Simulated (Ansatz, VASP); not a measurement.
BiTe in VASP and in Ansatz

Contents of INCAR:

```
PREC = Accurate
ENCUT = 520
EDIFF = 1E-6
ISMEAR = -1
SIGMA = 0.08
LREAL = False
LASPH = True
NELM = 150
ALGO = Normal
ISIF = 2
LWAVE = False
LCHARG = False
LNONCOLLINEAR = True
MAGMOM = 0 0 0 0 0 0
LORBIT = 11
LSORBIT = True
GGA_COMPAT = False
LORBMOM = True
GGA = PE
NBANDS = 33
```

The input KPOINTS:

```
regular mesh
0
Gamma
  10 10 10
```

Contents of POSCAR:

```
BiTe
1.0
    0.0000000000      3.2350000000      3.2350000000
    3.2350000000      0.0000000000      3.2350000000
    3.2350000000      3.2350000000      0.0000000000
Bi Te
1 1
Direct
    0.0000000000      0.0000000000      0.0000000000
    0.5000000000      0.5000000000      0.5000000000
```

Input for Ansatz:

```yaml
crystal:
  lattice:
    - [0.0, 3.235, 3.235]
    - [3.235, 0.0, 3.235]
    - [3.235, 3.235, 0.0]
  atoms:
    - { symbol: Bi, position: [0.0, 0.0, 0.0] }
    - { symbol: Te, position: [0.5, 0.5, 0.5] }
kpoints:
  mp_grid: { grid: [10, 10, 10] }
  band_path:
    path:
      - [0.0, 0.0, 0.0]
      - [0.5, 0.0, 0.5]
      - [0.625, 0.25, 0.625]
      - [0.375, 0.375, 0.75]
      - [0.0, 0.0, 0.0]
      - [0.5, 0.5, 0.5]
      - [0.5, 0.25, 0.75]
      - [0.5, 0.0, 0.5]
    npoints: 5
scf:
  occupations: { method: fermi_dirac, width: 0.08 }
hamiltonian:
  xc: pbe
  pseudopotentials: { kind: all_electron, lapw: { basis_error: 0.0005 } }
output:
  forces: true
  stress: true
  eigenvalues: true
magnetization:
  noncollinear: true
  spin_orbit: true
```

Alike in both runs: task single point; functional PBE; k mesh 10 × 10 × 10; occupations fermi-dirac, width 0.08 eV; non-collinear spin, spin-orbit coupling.

```csv
,VASP,Ansatz
version,VASP 6.6.1,Ansatz 0.2.0
potentials or method,"VASP PAW PBE potentials, release 64 (Bi_d, Te), cutoff 520 eV",all-electron LAPW
```

```csv
,VASP,Ansatz,Ansatz less VASP
pressure (GPa),1.9,2.1,+0.19
net moment per atom (μB),0.00,0.00,0.000
```

Ansatz ran all-electron here, and VASP with PAW potentials.
